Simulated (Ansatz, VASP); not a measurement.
## Two plane-wave programs on Ni

The input INCAR:

```
SYSTEM = Ni
ALGO = Normal
EDIFF = 1E-6
ENCUT = 520
GGA = PE
ISIF = 2
ISMEAR = -1
ISPIN = 2
LASPH = .TRUE.
LCHARG = .FALSE.
LMAXMIX = 4
LORBIT = 11
LREAL = .FALSE.
LWAVE = .FALSE.
MAGMOM = 0.575
NBANDS = 15
NELM = 150
PREC = Accurate
SIGMA = 0.05
```

KPOINTS

```
k-points
0
G
  15 15 15
  0 0 0
```

Contents of POSCAR:

```
Ni
1.0
    2.3888290897      0.0000000000      0.0000000000
    0.0000000000      2.3888290897      0.0000000000
    0.0000000000      0.0000000000      2.3888290897
Ni
1
Direct
    0.0000000000      0.0000000000      0.0000000000
```

Input for Ansatz:

```yaml
crystal:
  lattice:
    - [2.3888290897, 0.0, 0.0]
    - [0.0, 2.3888290897, 0.0]
    - [0.0, 0.0, 2.3888290897]
  atoms:
    - { symbol: Ni, position: [0.0, 0.0, 0.0], spin: 0.575 }
hamiltonian:
  xc: pbe
  pseudopotentials:
    kind: paw
    azcp:
      Ni: "pseudopotentials/Ni.paw.azcp"
basis:
  ecutwfc: 420
  fft_grid_basis: typed
kpoints:
  mp_grid: { grid: [15, 15, 15], shift: [0, 0, 0] }
magnetization:
  spin_polarized: true
scf:
  occupations: { method: fermi_dirac, width: 0.05 }
  lower_state_search: "off"
output:
  stress: true
```

Alike in both runs: task single point; functional PBE; k mesh 15 × 15 × 15; occupations fermi-dirac, width 0.05 eV; collinear spin.

|  | VASP | Ansatz |
| --- | --- | --- |
| version | VASP 6.6.1 | Ansatz 0.2.0 |
| potentials or method | VASP PAW PBE potentials, release 64 (Ni), cutoff 520 eV | plane waves (420 eV) with PAW, scalar-relativistic |
| valence electrons in the cell | 10 | 18 |

|  | VASP | Ansatz | Ansatz less VASP |
| --- | --- | --- | --- |
| pressure (GPa) | -8.5 | -8.5 | +0.01 |
| net moment per atom (μB) | 0.67 | 0.69 | +0.025 |
| size of the moment on the site where the two differ most (μB) | 0.67 | 0.71 | +0.038 |

Site moments also hang on the region over which each program counts them. VASP's potentials hold 10 valence electrons a cell and Ansatz's 18, so a difference there can come from the potentials and not from the codes.
